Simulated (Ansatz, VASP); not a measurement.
Se in VASP and in Ansatz

```
Se
1.0
     5.58778    0.00000    0.00000
     0.00000    5.58778    0.00000
     0.00000    0.00000    5.58778
Se
8
Direct
  0.00000 0.00000 0.00000
  0.50000 0.50000 0.50000
  0.25000 0.00000 0.50000
  0.75000 0.00000 0.50000
  0.50000 0.25000 0.00000
  0.50000 0.75000 0.00000
  0.00000 0.50000 0.25000
  0.00000 0.50000 0.75000
```

Alike in both runs: task relaxation of cell and atoms; functional RPBE; k mesh 5 × 5 × 5; occupations fermi-dirac, width 0.1 eV; no spin polarisation.

```csv
,VASP,Ansatz
version,VASP 6.6.1,Ansatz 0.2.0
potentials or method,"VASP PAW PBE potentials, release 64 (Se), cutoff 600 eV","plane waves (420 eV) with PAW, scalar-relativistic"
valence electrons in the cell,48,128
```

```csv
,VASP,Ansatz,Ansatz less VASP
relaxed volume (Å³/atom),21.44,21.48,+0.042
relaxed cell length with the largest relative difference (Å),5.556,5.560,+0.0036
```

VASP's potentials were made for PBE, not for RPBE. VASP's potentials hold 48 valence electrons a cell and Ansatz's 128, so a difference there can come from the potentials and not from the codes.
